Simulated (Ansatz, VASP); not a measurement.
**Sb in VASP and in Ansatz**

```xyz
4
Lattice="4.0687 0.0000 0.0000 -2.0343 3.5236 0.0000 0.0000 0.0000 20.8000" Properties=species:S:1:pos:R:3 pbc="T T T"
Sb    0.0000    2.3491    6.1500
Sb    2.0343    1.1745    4.5000
Sb    0.0000    4.6981   11.6500
Sb    2.0343    3.5236   10.0000
```

Alike in both runs: task single point; functional PBE; dispersion D3(BJ); k mesh 9 × 9 × 1; occupations gaussian, width 0.05 eV; no spin polarisation.

|  | VASP | Ansatz |
| --- | --- | --- |
| version | VASP 6.6.1 | Ansatz 0.2.0 |
| potentials or method | VASP PAW PBE potentials, release 64 (Sb), cutoff 520 eV | scalar-relativistic, plane waves, PAW |
| valence electrons in the cell | 20 | 60 |

Ansatz gave:

- gap on the k mesh at the Fermi level (eV): 0.90
- least direct gap on the mesh (eV): 1.53
- rms of the force components (eV/Å): 0.040

Task: Which values does VASP return?

Result: gap on the k mesh at the Fermi level (eV): 0.91; least direct gap on the mesh (eV): 1.50; rms of the force components (eV/Å): 0.076.

Atom by atom the forces differ by 0.049 eV/Å (rms over components). VASP's potentials hold 20 valence electrons a cell and Ansatz's 60, so a difference there can come from the potentials and not from the codes.

Neither program's run includes spin-orbit coupling.
